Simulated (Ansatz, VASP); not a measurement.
Two plane-wave programs on AlRu

Contents of INCAR:

```
PREC = Accurate
ENCUT = 520
EDIFF = 1E-6
ISMEAR = 0
SIGMA = 0.15
LREAL = False
LASPH = True
NELM = 60
ALGO = Fast
ISIF = 2
LWAVE = False
LCHARG = True
GGA = PS
LELF = True
LVHAR = True
NBANDS = 25
```

The input KPOINTS:

```
Automatic mesh
0
Gamma
  16 16 8
```

The input POSCAR:

```
AlRu
1.0
    2.9763250904      0.0000000000      0.0000000000
    0.0000000000      2.9763250904      0.0000000000
    0.0000000000      0.0000000000      5.9526501809
Al Ru
2 2
Direct
    0.0000000000      0.0000000000     -0.0098107563
    0.0000000000      0.0000000000      0.5098107563
    0.5000000000      0.5000000000      0.2500000000
    0.5000000000      0.5000000000      0.7500000000
```

Input for Ansatz:

```yaml
crystal:
  lattice:
    - [2.9763250904, 0.0, 0.0]
    - [0.0, 2.9763250904, 0.0]
    - [0.0, 0.0, 5.9526501809]
  atoms:
    - { symbol: Al, position: [0.0, 0.0, -0.0098107563] }
    - { symbol: Al, position: [0.0, 0.0, 0.5098107563] }
    - { symbol: Ru, position: [0.5, 0.5, 0.25] }
    - { symbol: Ru, position: [0.5, 0.5, 0.75] }
basis:
  ecutwfc: 420
kpoints:
  mp_grid: { grid: [16, 16, 8] }
hamiltonian:
  xc: pbesol
  pseudopotentials: { kind: paw, azcp: { folder: soft_1 } }
scf:
  occupations: { method: gaussian, width: 0.15 }
output:
  forces: true
  stress: true
  eigenvalues: true
```

Change from the starting cell: mode 4 frozen in at +0.000 Å and mode 12 at -0.058 Å (largest displacements).

Alike in both runs: task single point; functional PBEsol; k mesh 16 × 16 × 8; occupations gaussian, width 0.15 eV; no spin polarisation.

|  | VASP | Ansatz |
| --- | --- | --- |
| version | VASP 6.6.1 | Ansatz 0.2.0 |
| potentials or method | VASP PAW PBE potentials, release 64 (Al, Ru_pv), cutoff 520 eV | scalar-relativistic, plane waves, PAW |
| valence electrons in the cell | 34 | 38 |

VASP gave:

- gap on the k mesh at the Fermi level (eV): none
- pressure (GPa): 0.5
- traceless stress, the component that is largest in VASP (GPa): 0.14
- rms of the force components (eV/Å): 0.274

Question: Which values does Ansatz return?

Answer: gap on the k mesh at the Fermi level (eV): none; pressure (GPa): 0.4; traceless stress, the component that is largest in VASP (GPa): 0.14; rms of the force components (eV/Å): 0.273.

VASP's potentials were made for PBE, not for PBEsol, and Ansatz warns of the same on its side. Atom by atom the forces differ by 0.002 eV/Å (rms over components). A gap of «none» marks a metal or a gap that the smearing closes. The functional is the same, so the differences come from potentials, cutoffs and numerics. VASP's potentials hold 34 valence electrons a cell and Ansatz's 38, so a difference there can come from the potentials and not from the codes.
